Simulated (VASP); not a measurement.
# CaSe (F-43m) in VASP: settings compared

CaSe is run at these levels: PBE, r2SCAN, HSE06; tasks: single point.

All numbers are computed with VASP 6.6.1; they aren't measurements. Logs are shortened: lines on timing, memory, paths and dates and some standing lists are left out, and cuts for length are marked.

### Step 1. The cell of the first run

Symmetry: F-43m, No. 216, cubic system. Conventional cell: a = 6.232 Å, b = 6.232 Å, c = 6.232 Å, α = 90.00°, β = 90.00°, γ = 90.00°. Within 3.6 Å of Ca (site symmetry -43m) lie 4 Se at 2.70 Å. Se (site symmetry -43m) has 4 Ca at 2.70 Å within 3.6 Å.

### Step 2. Single point, PBE (strain -5.0%)

INCAR

```
  PREC = Accurate
  ENCUT = 520
  EDIFF = 1E-7
  ISMEAR = -1
  SIGMA = 0.02
  LREAL = F
  LASPH = T
  NELM = 60
  ALGO = Normal
  ISIF = 2
  LWAVE = F
  LCHARG = T
  GGA = PE
  LELF = T
  LVHAR = T
  NBANDS = 15
```

KPOINTS

```
regular mesh
0
Gamma
  6 6 6
```

POSCAR

```
CaSe
1.0
    0.0000000000      3.1162392114      3.1162392114
    3.1162392114      0.0000000000      3.1162392114
    3.1162392114      3.1162392114      0.0000000000
Ca Se
1 1
Direct
    0.0000000000      0.0000000000      0.0000000000
    0.2500000000      0.2500000000      0.2500000000
```

Potentials or basis: VASP PAW PBE potentials, release 64 (Ca_sv, Se).

On the command line:

```bash
$ cat potpaw_PBE.64/Ca_sv/POTCAR potpaw_PBE.64/Se/POTCAR > POTCAR
$ mpirun -np 1 vasp_std > vasp.out
```

OUTCAR:

```text
PREC = Accurate
   ENCUT = 520
   EDIFF = 1E-7
   ISMEAR = -1
   LREAL = F
   LASPH = T
   NELM = 60
   ISIF = 2
   GGA = PE

 ion  position               nearest neighbor table
   1  0.000  0.000  0.000-   2 2.70   2 2.70   2 2.70   2 2.70
   2  0.250  0.250  0.250-   1 2.70   1 2.70   1 2.70   1 2.70

  LATTYP: Found a face centered cubic cell.
 ALAT       =     6.2324784228

  Lattice vectors:

 A1 = (   0.0000000000,   3.1162392114,   3.1162392114)
 A2 = (   3.1162392114,   0.0000000000,   3.1162392114)
 A3 = (   3.1162392114,   3.1162392114,   0.0000000000)

Analysis of symmetry for initial positions (statically):
=====================================================================
 Subroutine PRICEL returns:
 Original cell was already a primitive cell.

 Routine SETGRP: Setting up the symmetry group for a
 face centered cubic supercell.

 Subroutine GETGRP returns: Found 24 space group operations
 (whereof 24 operations were pure point group operations)
 out of a pool of 48 trial point group operations.

The static configuration has the point symmetry T_d .

Analysis of symmetry for dynamics (positions and initial velocities):
=====================================================================
 Subroutine PRICEL returns:
 Original cell was already a primitive cell.

 Routine SETGRP: Setting up the symmetry group for a
 face centered cubic supercell.

 Subroutine GETGRP returns: Found 24 space group operations
 (whereof 24 operations were pure point group operations)
 out of a pool of 48 trial point group operations.

The dynamic configuration has the point symmetry T_d .

 Subroutine INISYM returns: Found 24 space group operations
 (whereof 24 operations are pure point group operations),
 and found     1 'primitive' translations

----------------------------------------------------------------------------------------

                                     Primitive cell

  volume of cell :      60.5233

  direct lattice vectors                    reciprocal lattice vectors
     0.000000000  3.116239211  3.116239211    -0.160449813  0.160449813  0.160449813
     3.116239211  0.000000000  3.116239211     0.160449813 -0.160449813  0.160449813
     3.116239211  3.116239211  0.000000000     0.160449813  0.160449813 -0.160449813

  length of vectors
     4.407027756  4.407027756  4.407027756     0.277907229  0.277907229  0.277907229

  position of ions in fractional coordinates (direct lattice)
     0.000000000  0.000000000  0.000000000
     0.250000000  0.250000000  0.250000000

  ion indices of the primitive-cell ions
   primitive index   ion index
                 1           1
                 2           2

----------------------------------------------------------------------------------------

 KPOINTS: regular mesh

Automatic generation of k-mesh.
 Grid dimensions read from file:
 generate k-points for:    6    6    6

 Generating k-lattice:

  Cartesian coordinates                     Fractional coordinates (reciprocal lattice)
    -0.026741636  0.026741636  0.026741636     0.166666667  0.000000000  0.000000000
     0.026741636 -0.026741636  0.026741636     0.000000000  0.166666667  0.000000000
     0.026741636  0.026741636 -0.026741636     0.000000000  0.000000000  0.166666667

  Length of vectors
     0.046317871  0.046317871  0.046317871

  Shift w.r.t. Gamma in fractional coordinates (k-lattice)
     0.000000000  0.000000000  0.000000000

 Subroutine IBZKPT returns following result:
 ===========================================

 Found     16 irreducible k-points:

 Following reciprocal coordinates:
            Coordinates               Weight
  0.000000  0.000000  0.000000      1.000000
  0.166667  0.000000  0.000000      8.000000
  0.333333  0.000000  0.000000      8.000000
  0.500000  0.000000  0.000000      4.000000
  0.166667  0.166667  0.000000      6.000000
  0.333333  0.166667  0.000000     24.000000
[... 8 lines left out ...]
 -0.333333  0.333333  0.166667     24.000000
 -0.333333  0.500000  0.166667     12.000000
   k-points           NKPTS =     16   k-points in BZ     NKDIM =     16   number of bands    NBANDS=     15
   number of dos      NEDOS =    301   number of ions     NIONS =      2
   total plane-waves  NPLWV =  46656
   dimension x,y,z NGX =    36 NGY =   36 NGZ =   36
   dimension x,y,z NGXF=    72 NGYF=   72 NGZF=   72
   ions per type =               1   1
   NGX,Y,Z   is equivalent  to a cutoff of  13.58, 13.58, 13.58 a.u.
   NGXF,Y,Z  is equivalent  to a cutoff of  27.16, 27.16, 27.16 a.u.
 SYSTEM =  unknown system
   PREC   = accura    normal or accurate (medium, high low for compatibility)
   ISTART =      0    job   : 0-new  1-cont  2-samecut
   ICHARG =      2    charge: 1-file 2-atom 10-const
   ISPIN  =      1    spin polarized calculation?
   LNONCOLLINEAR =      F non collinear calculations
   LSORBIT =      F    spin-orbit coupling
   LASPH  =      T    aspherical Exc in radial PAW
   ENCUT  =  520.0 eV  38.22 Ry    6.18 a.u.   8.19  8.19  8.19*2*pi/ulx,y,z
   NELM   =     60;   NELMIN=  2; NELMDL= -5     # of ELM steps
   EDIFF  = 0.1E-06   stopping-criterion for ELM
   LREAL  =      F    real-space projection
   EDIFFG = 0.1E-05   stopping-criterion for IOM
   NSW    =      0    number of steps for IOM
   IBRION =     -1    ionic relax: 0-MD 1-quasi-New 2-CG
   NFREE  =      0    steps in history (QN), initial steepest desc. (CG)
   ISIF   =      2    stress and relaxation
   ISYM   =      2    0-nonsym 1-usesym 2-fastsym
   POTIM  = 0.5000    time-step for ionic-motion
   TEBEG  =    0.0;   TEEND  =   0.0 temperature during run
   PSTRESS=    0.0 pullay stress
   NELECT =      16.0000    total number of electrons
   NUPDOWN=      -1.0000    fix difference up-down
   EMIN   =  10.00;   EMAX   =-10.00  energy-range for DOS
   EFERMI =   0.00;   METHOD = LEGACY
   ISMEAR =    -1;   SIGMA  =   0.02  broadening in eV -4-tet -1-fermi 0-gaus
   EFERMI_NEDOS =   21; number of points for ismear=-14 and -15
   IALGO  =     38    algorithm
   IMIX   =      4    mixing-type and parameters
     AMIX     =   0.40;   BMIX     =  1.00
     AMIX_MAG =   1.60;   BMIX_MAG =  1.00
  volume/ion in A,a.u.               =      30.26       204.22
  Fermi-wavevector in a.u.,A,eV,Ry     =   1.050689  1.985514 15.020106  1.103947
  Thomas-Fermi vector in A             =   2.185702
   LORBIT       =      0    0 simple, 1 ext, 2 COOP (PROOUT), +10 PAW based schemes
   GGA     = PE    functional components
   LHFCALC =     F    Hartree Fock is set to
   AEXX    =    0.0000 exact exchange contribution
   IVDW    =     0    specifies the selected vdW correction
   LEPSILON=     F    determine dielectric tensor
   LRPA    =     F    only Hartree local field effects (RPA)
 non-spin polarized calculation
  energy-cutoff  :      520.00
  volume of cell :       60.52
 maximum number of plane-waves:      1660
 NGX is ok and might be reduce to    36
   NGX = 17   NGY = 17   NGZ = 17

 number of electron      16.0000001 magnetization

 Free energy of the ion-electron system (eV)
  ---------------------------------------------------
  ext. energy  EPLUGINS =         0.00000000
  ---------------------------------------------------
  free energy    TOTEN  =        -8.73311955 eV

  energy without entropy =       -8.73311955  energy(sigma->0) =       -8.73311955

 E-fermi :   0.8627     XC(G=0):  -8.2150

 val. band max:        0.3799171746   @ k =   0.5000   0.5000   0.0000
 cond. band min:       3.8915781068   @ k =   0.5000   0.5000   0.0000
 fundamental gap:      3.5116609322
 Fermi energy:         0.8627051039

 k-point     1 :       0.0000    0.0000    0.0000
  band No.  band energies     occupation
      1     -38.0779      2.00000
      2     -19.1381      2.00000
      3     -19.1381      2.00000
      4     -19.1381      2.00000
      5     -10.1758      2.00000
      6       0.1863      2.00000
      7       0.1863      2.00000
      8       0.1863      2.00000
      9       4.0511      0.00000
     10       6.0692      0.00000
     11       6.0692      0.00000
     12       8.5640      0.00000
     13       8.5640      0.00000
     14       8.5640      0.00000
     15      10.3608      0.00000

 k-point     2 :       0.1667    0.0000    0.0000
  band No.  band energies     occupation
      1     -38.0768      2.00000
      2     -19.1628      2.00000
      3     -19.1409      2.00000
      4     -19.1409      2.00000
      5     -10.0762      2.00000
      6      -0.2571      2.00000
      7       0.2264      2.00000
      8       0.2264      2.00000
      9       4.8964      0.00000
     10       5.9153      0.00000
     11       5.9153      0.00000
     12       8.0628      0.00000
     13       8.6197      0.00000
     14       8.6197      0.00000
     15       9.4583      0.00000

 k-point     3 :       0.3333    0.0000    0.0000
  band No.  band energies     occupation
      1     -38.0746      2.00000
      2     -19.2114      2.00000
      3     -19.1466      2.00000
      4     -19.1466      2.00000
      5      -9.8752      2.00000
      6      -0.8333      2.00000
      7       0.2951      2.00000
      8       0.2951      2.00000
      9       5.8640      0.00000
     10       5.9462      0.00000
     11       5.9462      0.00000
     12       7.1853      0.00000
     13       7.9524      0.00000
     14       7.9524      0.00000
     15       9.2532      0.00000
[... 199 lines left out ...]
 k-point    15 :      -0.3333    0.3333    0.1667
  band No.  band energies     occupation
      1     -38.0723      2.00000
      2     -19.2282      2.00000
      3     -19.1757      2.00000
      4     -19.1596      2.00000
      5      -9.6765      2.00000
      6      -0.6386      2.00000
      7      -0.2852      2.00000
      8       0.3385      2.00000
      9       4.4868      0.00000
     10       5.7033      0.00000
     11       6.4596      0.00000
     12       7.4656      0.00000
     13       7.8109      0.00000
     14       8.9916      0.00000
     15      10.4141      0.00000

 k-point    16 :      -0.3333    0.5000    0.1667
  band No.  band energies     occupation
      1     -38.0720      2.00000
      2     -19.2328      2.00000
      3     -19.1743      2.00000
      4     -19.1659      2.00000
      5      -9.6436      2.00000
      6      -0.8112      2.00000
      7      -0.0624      2.00000
      8       0.3238      2.00000
      9       4.0867      0.00000
     10       5.6560      0.00000
     11       6.7652      0.00000
     12       7.0774      0.00000
     13       7.7354      0.00000
     14       9.7668      0.00000
     15      10.7394      0.00000

------------------------ aborting loop because EDIFF is reached ----------------------------------------

  FORCE on cell =-STRESS in cart. coord.  units (eV):
  Direction    XX          YY          ZZ          XY          YZ          ZX
  --------------------------------------------------------------------------------------
  -------------------------------------------------------------------------------------
  Total        2.9232560      2.9232560      2.9232560     -0.0000000      0.0000000      0.0000000
  in kB       77.3846942     77.3846942     77.3846942     -0.0000000      0.0000000      0.0000000
  external PRESSURE =      77.3846942 kB  Pullay stress =       0.0000000 kB

 VOLUME and BASIS-vectors are now :
 -----------------------------------------------------------------------------
  energy-cutoff  :      520.00
  volume of cell :       60.52
      direct lattice vectors                 reciprocal lattice vectors
     0.000000000  3.116239211  3.116239211    -0.160449813  0.160449813  0.160449813
     3.116239211  0.000000000  3.116239211     0.160449813 -0.160449813  0.160449813
     3.116239211  3.116239211  0.000000000     0.160449813  0.160449813 -0.160449813

 POSITION                                       TOTAL-FORCE (eV/Angst)
 -----------------------------------------------------------------------------------
      0.00000      0.00000      0.00000         0.000000      0.000000      0.000000
      1.55812      1.55812      1.55812        -0.000000     -0.000000     -0.000000
 -----------------------------------------------------------------------------------
    total drift:                                0.000000      0.000000     -0.000000

  FREE ENERGIE OF THE ION-ELECTRON SYSTEM (eV)
  ---------------------------------------------------
  free  energy   TOTEN  =        -8.7331195487 eV

  energy  without entropy=       -8.7331195487  energy(sigma->0) =       -8.73311955
```

Run time: 62 s. Hardware: 1 thread of AMD EPYC 7R13, shared host; peak memory 0.17 GiB.

Results:

| Property | Result |
| --- | --- |
| Free energy | -8.7331 eV |
| Pressure | 7.7 GPa |
| Band gap on the k mesh | 3.51 eV, direct |

Caveat: the cell differs from its parent crystal (strain -5.0%). A k mesh can miss the band edges.

### Step 3. Single point, r2SCAN (strain -5.0%)

POSCAR is that of step 2.

INCAR.step1

```
PREC = Accurate
ENCUT = 520
ISMEAR = 0
SIGMA = 0.01
LREAL = F
LASPH = T
NELM = 100
NBANDS = 15
GGA = PE
ALGO = Normal
EDIFF = 1E-4
LWAVE = T
LCHARG = F
```

INCAR.step2

```
PREC = Accurate
ENCUT = 520
EDIFF = 1E-7
ISMEAR = 0
SIGMA = 0.01
LREAL = F
LASPH = T
NELM = 100
ALGO = Normal
ISIF = 2
LWAVE = F
LCHARG = F
METAGGA = R2SCAN
LMIXTAU = T
NBANDS = 15
ISTART = 1
```

KPOINTS is that of step 2.

Potentials or basis: VASP PAW PBE potentials, release 64 (Ca_sv, Se).

On the command line:

```bash
$ cat potpaw_PBE.64/Ca_sv/POTCAR potpaw_PBE.64/Se/POTCAR > POTCAR
$ cp INCAR.step1 INCAR
$ mpirun -np 1 vasp_std > vasp.out
$ cp INCAR.step2 INCAR
$ mpirun -np 1 vasp_std > vasp.out
```

It took 3.7 min on 1 thread of AMD EPYC 7R13, shared host; peak memory 0.19 GiB.

The run converged. Its results:

- Free energy: -25.1425 eV
- Pressure: 7.6 GPa
- Band gap on the k mesh: 3.88 eV, indirect (the least direct gap lies 4.3 meV higher)

Levels at points of the mesh, in eV from the valence-band top:
```csv
k point,band 5,band 6,band 7,band 8,band 9,band 10,band 11,band 12
"(0.00, 0.00, 0.00)",-10.95,-0.18,-0.18,-0.18,4.20,6.26,6.26,8.78
"(0.50, 0.00, 0.00)",-10.53,-1.42,-0.05,-0.05,5.99,6.43,6.43,7.01
"(0.50, 0.50, 0.00)",-10.39,-1.50,0.00,0.00,3.88,5.91,7.19,7.19
```

Caveat: the cell differs from its parent crystal (strain -5.0%); the PAW data sets were made with another functional, which shifts forces and pressure a little. A k mesh can miss the band edges.

(Continued in part 2 of 2.)
